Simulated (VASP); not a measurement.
# Zr7Ge (Fm-3m) in VASP: relaxation of cell and atoms with PBE

Aim: the relaxation of cell and atoms of Zr7Ge with PBE.

All numbers are computed with VASP 6.6.1; they aren't measurements. Logs are shortened: lines on timing, memory, paths and dates and some standing lists are left out, and cuts for length are marked.

**1. The cell of the first run**

Symmetry: Fm-3m, No. 225, cubic system. Conventional cell: a = 8.877 Å, b = 8.877 Å, c = 8.877 Å, α = 90.00°, β = 90.00°, γ = 90.00°. Within 4.1 Å of Zr (site symmetry mmm) lie 10 Zr at 3.14 Å and 2 Ge at 3.14 Å. Within 4.1 Å of Zr (site symmetry m-3m) lie 12 Zr at 3.14 Å. Ge (site symmetry m-3m) has 12 Zr at 3.14 Å within 4.1 Å.

**2. Relaxation of cell and atoms, PBE**

Input file INCAR:

```
PREC     = Accurate       # precision mode
ENCUT    = 500            # plane-wave cutoff, eV
EDIFF    = 1E-7           # SCF threshold, eV
ISMEAR   = 0              # smearing method
SIGMA    = 0.1            # smearing width, eV
LREAL    = F              # projectors in reciprocal space
LASPH    = T              # aspherical terms in the spheres
NELM     = 120            # most SCF steps
ALGO     = Normal         # electronic algorithm
ISIF     = 3              # what is computed and relaxed
LWAVE    = F              # write WAVECAR
LCHARG   = F              # write CHGCAR
GGA      = PE             # functional
IBRION   = 2              # ionic algorithm
NSW      = 100            # ionic steps
EDIFFG   = -0.01          # ionic threshold
GGA_COMPAT= F            
NELMIN   = 4
```

Input file KPOINTS:

```
Automatic mesh
0
Gamma
  6 6 6
```

Input file POSCAR:

```
Zr7Ge
1.0
    0.0000000000      4.4382623530      4.4382623530
    4.4382623530      0.0000000000      4.4382623530
    4.4382623530      4.4382623530      0.0000000000
Zr Ge
7 1
Direct
    0.0000000000      0.5000000000      0.5000000000
    0.5000000000      0.0000000000      0.5000000000
    0.5000000000      0.0000000000      0.0000000000
    0.0000000000      0.5000000000      0.0000000000
    0.5000000000      0.5000000000      0.5000000000
    0.0000000000      0.0000000000      0.5000000000
    0.5000000000      0.5000000000      0.0000000000
    0.0000000000      0.0000000000      0.0000000000
```

Potentials or basis: VASP PAW PBE potentials, release 64 (Zr_sv, Ge_d).

On the command line:

```bash
> cat potpaw_PBE.64/Zr_sv/POTCAR potpaw_PBE.64/Ge_d/POTCAR > POTCAR
> mpirun -np 1 vasp_std > vasp.out
```

OUTCAR:

```text
PREC = Accurate
   ENCUT = 500
   EDIFF = 1E-7
   ISMEAR = 0
   LREAL = F
   LASPH = T
   NELM = 120
   ISIF = 3
   GGA = PE
   IBRION = 2
   NSW = 100
   EDIFFG = -0.01
   NELMIN = 4

 ion  position               nearest neighbor table
   1  0.000  0.500  0.500-   4 3.14   5 3.14   6 3.14   4 3.14   7 3.14   8 3.14   2 3.14   6 3.14
                             8 3.14   2 3.14   5 3.14   7 3.14
   2  0.500  0.000  0.500-   3 3.14   5 3.14   6 3.14   3 3.14   7 3.14   8 3.14   1 3.14   5 3.14
                             7 3.14   1 3.14   6 3.14   8 3.14
   3  0.500  0.000  0.000-   2 3.14   7 3.14   8 3.14   2 3.14   5 3.14   6 3.14   4 3.14   5 3.14
                             7 3.14   4 3.14   6 3.14   8 3.14
   4  0.000  0.500  0.000-   1 3.14   7 3.14   8 3.14   1 3.14   5 3.14   6 3.14   3 3.14   6 3.14
                             8 3.14   3 3.14   5 3.14   7 3.14
   5  0.500  0.500  0.500-   1 3.14   2 3.14   7 3.14   3 3.14   4 3.14   7 3.14   2 3.14   3 3.14
                             6 3.14   1 3.14   4 3.14   6 3.14
   6  0.000  0.000  0.500-   1 3.14   2 3.14   8 3.14   3 3.14   4 3.14   8 3.14   1 3.14   4 3.14
                             5 3.14   2 3.14   3 3.14   5 3.14
   7  0.500  0.500  0.000-   3 3.14   4 3.14   5 3.14   1 3.14   2 3.14   5 3.14   2 3.14   3 3.14
                             8 3.14   1 3.14   4 3.14   8 3.14
   8  0.000  0.000  0.000-   3 3.14   4 3.14   6 3.14   1 3.14   2 3.14   6 3.14   1 3.14   4 3.14
                             7 3.14   2 3.14   3 3.14   7 3.14

  LATTYP: Found a face centered cubic cell.
 ALAT       =     8.8765247060

  Lattice vectors:

 A1 = (   0.0000000000,   4.4382623530,   4.4382623530)
 A2 = (   4.4382623530,   0.0000000000,   4.4382623530)
 A3 = (   4.4382623530,   4.4382623530,   0.0000000000)

Analysis of symmetry for initial positions (statically):
=====================================================================
 Subroutine PRICEL returns:
 Original cell was already a primitive cell.

 Routine SETGRP: Setting up the symmetry group for a
 face centered cubic supercell.

 Subroutine GETGRP returns: Found 48 space group operations
 (whereof 48 operations were pure point group operations)
 out of a pool of 48 trial point group operations.

The static configuration has the point symmetry O_h .

Analysis of symmetry for dynamics (positions and initial velocities):
=====================================================================
 Subroutine PRICEL returns:
 Original cell was already a primitive cell.

 Routine SETGRP: Setting up the symmetry group for a
 face centered cubic supercell.

 Subroutine GETGRP returns: Found 48 space group operations
 (whereof 48 operations were pure point group operations)
 out of a pool of 48 trial point group operations.

The dynamic configuration has the point symmetry O_h .

 Subroutine INISYM returns: Found 48 space group operations
 (whereof 48 operations are pure point group operations),
 and found     1 'primitive' translations

----------------------------------------------------------------------------------------

                                     Primitive cell

  volume of cell :     174.8513

  direct lattice vectors                    reciprocal lattice vectors
     0.000000000  4.438262353  4.438262353    -0.112656702  0.112656702  0.112656702
     4.438262353  0.000000000  4.438262353     0.112656702 -0.112656702  0.112656702
     4.438262353  4.438262353  0.000000000     0.112656702  0.112656702 -0.112656702

  length of vectors
     6.276650813  6.276650813  6.276650813     0.195127132  0.195127132  0.195127132

  position of ions in fractional coordinates (direct lattice)
     0.000000000  0.500000000  0.500000000
     0.500000000  0.000000000  0.500000000
     0.500000000  0.000000000  0.000000000
     0.000000000  0.500000000  0.000000000
     0.500000000  0.500000000  0.500000000
     0.000000000  0.000000000  0.500000000
     0.500000000  0.500000000  0.000000000
     0.000000000  0.000000000  0.000000000

  ion indices of the primitive-cell ions
   primitive index   ion index
                 1           1
                 2           2
                 3           3
                 4           4
                 5           5
                 6           6
                 7           7
                 8           8

----------------------------------------------------------------------------------------

 KPOINTS: Automatic mesh

Automatic generation of k-mesh.
 Grid dimensions read from file:
 generate k-points for:    6    6    6

 Generating k-lattice:

  Cartesian coordinates                     Fractional coordinates (reciprocal lattice)
    -0.018776117  0.018776117  0.018776117     0.166666667  0.000000000  0.000000000
     0.018776117 -0.018776117  0.018776117     0.000000000  0.166666667  0.000000000
     0.018776117  0.018776117 -0.018776117     0.000000000  0.000000000  0.166666667

  Length of vectors
     0.032521189  0.032521189  0.032521189

  Shift w.r.t. Gamma in fractional coordinates (k-lattice)
     0.000000000  0.000000000  0.000000000

 Subroutine IBZKPT returns following result:
 ===========================================

 Found     16 irreducible k-points:

 Following reciprocal coordinates:
            Coordinates               Weight
  0.000000  0.000000  0.000000      1.000000
  0.166667  0.000000  0.000000      8.000000
  0.333333  0.000000  0.000000      8.000000
  0.500000  0.000000  0.000000      4.000000
  0.166667  0.166667  0.000000      6.000000
  0.333333  0.166667  0.000000     24.000000
[... 8 lines left out ...]
 -0.333333  0.333333  0.166667     24.000000
 -0.333333  0.500000  0.166667     12.000000
   k-points           NKPTS =     16   k-points in BZ     NKDIM =     16   number of bands    NBANDS=     58
   number of dos      NEDOS =    301   number of ions     NIONS =      8
   total plane-waves  NPLWV = 110592
   dimension x,y,z NGX =    48 NGY =   48 NGZ =   48
   dimension x,y,z NGXF=    96 NGYF=   96 NGZF=   96
   ions per type =               7   1
   NGX,Y,Z   is equivalent  to a cutoff of  12.71, 12.71, 12.71 a.u.
   NGXF,Y,Z  is equivalent  to a cutoff of  25.43, 25.43, 25.43 a.u.
 SYSTEM =  unknown system
   PREC   = accura    normal or accurate (medium, high low for compatibility)
   ISTART =      0    job   : 0-new  1-cont  2-samecut
   ICHARG =      2    charge: 1-file 2-atom 10-const
   ISPIN  =      1    spin polarized calculation?
   LNONCOLLINEAR =      F non collinear calculations
   LSORBIT =      F    spin-orbit coupling
   LASPH  =      T    aspherical Exc in radial PAW
   ENCUT  =  500.0 eV  36.75 Ry    6.06 a.u.  11.44 11.44 11.44*2*pi/ulx,y,z
   NELM   =    120;   NELMIN=  4; NELMDL= -5     # of ELM steps
   EDIFF  = 0.1E-06   stopping-criterion for ELM
   LREAL  =      F    real-space projection
   EDIFFG = -.1E-01   stopping-criterion for IOM
   NSW    =    100    number of steps for IOM
   IBRION =      2    ionic relax: 0-MD 1-quasi-New 2-CG
   NFREE  =      1    steps in history (QN), initial steepest desc. (CG)
   ISIF   =      3    stress and relaxation
   ISYM   =      2    0-nonsym 1-usesym 2-fastsym
   POTIM  = 0.5000    time-step for ionic-motion
   TEBEG  =    0.0;   TEEND  =   0.0 temperature during run
   PSTRESS=    0.0 pullay stress
   NELECT =      98.0000    total number of electrons
   NUPDOWN=      -1.0000    fix difference up-down
   EMIN   =  10.00;   EMAX   =-10.00  energy-range for DOS
   EFERMI =   0.00;   METHOD = LEGACY
   ISMEAR =     0;   SIGMA  =   0.10  broadening in eV -4-tet -1-fermi 0-gaus
   EFERMI_NEDOS =   21; number of points for ismear=-14 and -15
   IALGO  =     38    algorithm
   IMIX   =      4    mixing-type and parameters
     AMIX     =   0.40;   BMIX     =  1.00
     AMIX_MAG =   1.60;   BMIX_MAG =  1.00
  volume/ion in A,a.u.               =      21.86       147.49
  Fermi-wavevector in a.u.,A,eV,Ry     =   1.349772  2.550700 24.788259  1.821886
  Thomas-Fermi vector in A             =   2.477332
   LORBIT       =      0    0 simple, 1 ext, 2 COOP (PROOUT), +10 PAW based schemes
   GGA     = PE    functional components
   LHFCALC =     F    Hartree Fock is set to
   AEXX    =    0.0000 exact exchange contribution
   IVDW    =     0    specifies the selected vdW correction
   LEPSILON=     F    determine dielectric tensor
   LRPA    =     F    only Hartree local field effects (RPA)
 conjugate gradient relaxation of ions
 non-spin polarized calculation
 Gauss-broadening in eV      SIGMA  =   0.10
  energy-cutoff  :      500.00
  volume of cell :      174.85
 maximum number of plane-waves:      4477
 NGX is ok and might be reduce to    48
   NGX = 23   NGY = 23   NGZ = 23

--------------------------------------- Ionic step        1  -------------------------------------------

 number of electron      97.9999997 magnetization

 Free energy of the ion-electron system (eV)
  ---------------------------------------------------
  ext. energy  EPLUGINS =         0.00000000
  ---------------------------------------------------
  free energy    TOTEN  =       -65.19647528 eV

  energy without entropy =      -65.12772447  energy(sigma->0) =      -65.16209988

------------------------ aborting loop because EDIFF is reached ----------------------------------------

  FORCE on cell =-STRESS in cart. coord.  units (eV):
  Direction    XX          YY          ZZ          XY          YZ          ZX
  --------------------------------------------------------------------------------------
  -------------------------------------------------------------------------------------
  Total        0.0956650      0.0956650      0.0956650      0.0000000      0.0000000     -0.0000000
  in kB        0.8765861      0.8765861      0.8765861      0.0000000      0.0000000     -0.0000000
  external PRESSURE =       0.8765861 kB  Pullay stress =       0.0000000 kB

 VOLUME and BASIS-vectors are now :
 -----------------------------------------------------------------------------
  energy-cutoff  :      500.00
  volume of cell :      174.85
      direct lattice vectors                 reciprocal lattice vectors
     0.000000000  4.438262353  4.438262353    -0.112656702  0.112656702  0.112656702
     4.438262353  0.000000000  4.438262353     0.112656702 -0.112656702  0.112656702
     4.438262353  4.438262353  0.000000000     0.112656702  0.112656702 -0.112656702
[... 43 lines left out ...]
 POSITION                                       TOTAL-FORCE (eV/Angst)
 -----------------------------------------------------------------------------------
      4.44082      2.22041      2.22041         0.000000      0.000000     -0.000000
      2.22041      4.44082      2.22041        -0.000000     -0.000000     -0.000000
      4.44082      6.66123      2.22041         0.000000      0.000000     -0.000000
      2.22041      0.00000      2.22041        -0.000000     -0.000000      0.000000
      4.44082      4.44082      4.44082        -0.000000     -0.000000      0.000000
      6.66123      6.66123      8.88165         0.000000     -0.000000     -0.000000
      2.22041      2.22041      4.44082         0.000000     -0.000000      0.000000
      0.00000      0.00000      0.00000         0.000000     -0.000000     -0.000000
 -----------------------------------------------------------------------------------
    total drift:                               -0.000000     -0.000000      0.000000

  FREE ENERGIE OF THE ION-ELECTRON SYSTEM (eV)
  ---------------------------------------------------
  free  energy   TOTEN  =       -65.1964903425 eV

  energy  without entropy=      -65.1275860974  energy(sigma->0) =      -65.16203822

--------------------------------------- Ionic step        3  -------------------------------------------

 number of electron      97.9999998 magnetization

 Free energy of the ion-electron system (eV)
  ---------------------------------------------------
  ext. energy  EPLUGINS =         0.00000000
  ---------------------------------------------------
  free energy    TOTEN  =       -65.19652199 eV

  energy without entropy =      -65.12768610  energy(sigma->0) =      -65.16210405

 E-fermi :   9.0091     XC(G=0): -11.2747

 val. band max:        8.9985263078   @ k =   0.3333   0.0000   0.0000
 cond. band min:       9.0133585708   @ k =  -0.3333   0.5000   0.1667
 fundamental gap:      0.0148322630
 Fermi energy:         9.0091067598

 k-point     1 :       0.0000    0.0000    0.0000
  band No.  band energies     occupation
      1     -39.6060      2.00000
      2     -39.4647      2.00000
      3     -39.4647      2.00000
      4     -39.4647      2.00000
      5     -39.4060      2.00000
      6     -39.4060      2.00000
[... 987 lines left out ...]
 POSITION                                       TOTAL-FORCE (eV/Angst)
 -----------------------------------------------------------------------------------
      4.43968      2.21984      2.21984        -0.000000      0.000000      0.000000
      2.21984      4.43968      2.21984         0.000000      0.000000      0.000000
      0.00000      2.21984      2.21984         0.000000      0.000000     -0.000000
      2.21984      0.00000      2.21984        -0.000000      0.000000     -0.000000
      4.43968      4.43968      4.43968        -0.000000      0.000000     -0.000000
      2.21984      2.21984     -0.00000        -0.000000      0.000000      0.000000
      2.21984      2.21984      4.43968         0.000000     -0.000000     -0.000000
      0.00000      0.00000      0.00000        -0.000000      0.000000     -0.000000
 -----------------------------------------------------------------------------------
    total drift:                                0.000000      0.000000      0.000000

  FREE ENERGIE OF THE ION-ELECTRON SYSTEM (eV)
  ---------------------------------------------------
  free  energy   TOTEN  =       -65.1965219937 eV

  energy  without entropy=      -65.1276860990  energy(sigma->0) =      -65.16210405

 reached required accuracy - stopping structural energy minimisation
```

Wall time 11 min (1 thread of Oxide Virtual Turin-like, shared host); peak memory 0.37 GiB.

Results:

* Free energy: -65.1965 eV
* Relaxed volume: 21.88 Å³/atom
* Relaxed cell: a = 6.279 Å, b = 6.279 Å, c = 6.279 Å, α = 60.00°, β = 60.00°, γ = 60.00°
* Space group after relaxing (to 0.1 Å): Fm-3m (No. 225)
* Energy gained by relaxing: 0.0 meV/atom
* Ionic steps: 3
* Pressure after relaxing: 0.0 GPa
* Band gap on the k mesh: zero (bands 49 and 50 overlap by 1.14 eV)

Final structure:
```
CELL_PARAMETERS angstrom
0.00000 4.43968 4.43968
4.43968 0.00000 4.43968
4.43968 4.43968 0.00000
ATOMIC_POSITIONS crystal
Zr 0.00000 0.50000 0.50000
Zr 0.50000 0.00000 0.50000
Zr 0.50000 0.00000 0.00000
Zr 0.00000 0.50000 0.00000
Zr 0.50000 0.50000 0.50000
Zr 0.00000 0.00000 0.50000
Zr 0.50000 0.50000 0.00000
Ge 0.00000 0.00000 0.00000
```
